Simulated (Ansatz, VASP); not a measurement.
**One calculation of Pb, two programs**

File INCAR:

```
  ALGO = Fast
  EDIFF = 1E-7
  ENCUT = 520
  GGA = CA
  ISIF = 2
  ISMEAR = 0
  LASPH = True
  LCHARG = True
  LELF = True
  LREAL = False
  LVHAR = True
  LWAVE = False
  NBANDS = 21
  NELM = 60
  PREC = Accurate
  SIGMA = 0.15
```

Contents of KPOINTS:

```
k-points
0
Gamma
  12 12 12
```

Contents of POSCAR:

```
Pb
1.0
    0.0000000000      3.3186350536      3.4390000555
    3.5593650574      0.0000000000      3.4390000555
    3.5593650574      3.3186350536      0.0000000000
Pb
2
Direct
    0.5000000000      0.5000000000      0.5000000000
    0.7500000000      0.7500000000      0.7500000000
```

Input for Ansatz:

```yaml
crystal:
  lattice:
    - [0.0, 3.3186350536, 3.4390000555]
    - [3.5593650574, 0.0, 3.4390000555]
    - [3.5593650574, 3.3186350536, 0.0]
  atoms:
    - { symbol: Pb, position: [0.5, 0.5, 0.5] }
    - { symbol: Pb, position: [0.75, 0.75, 0.75] }
basis:
  ecutwfc: 420
kpoints:
  mp_grid: { grid: [12, 12, 12] }
hamiltonian:
  xc: lda
scf:
  occupations: { method: gaussian, width: 0.15 }
output:
  forces: true
  stress: true
  eigenvalues: true
```

Change from the starting cell: strain +0.0350 x Voigt [1, -1, 0, 0, 0, 0], atoms carried along.

Alike in both runs: task single point; functional LDA; k mesh 12 × 12 × 12; occupations gaussian, width 0.15 eV; no spin polarisation.

```csv
,VASP,Ansatz
version,VASP 6.6.1,Ansatz 0.2.0
potentials or method,"VASP PAW LDA potentials, release 64 (Pb_d), cutoff 520 eV","scalar-relativistic, plane waves, PAW"
valence electrons in the cell,28,28
```

|  | VASP | Ansatz | Ansatz less VASP |
| --- | --- | --- | --- |
| gap on the k mesh at the Fermi level (eV) | none | none | - |
| pressure (GPa) | -0.7 | -0.7 | -0.02 |
| traceless stress, the component that is largest in VASP (GPa) | -0.43 | -0.43 | +0.004 |

LDA's correlation is that of Perdew and Zunger in VASP and of Perdew and Wang (1992) in Ansatz. A gap of «none» marks a metal or a gap that the smearing closes.

Neither program's run includes spin-orbit coupling.
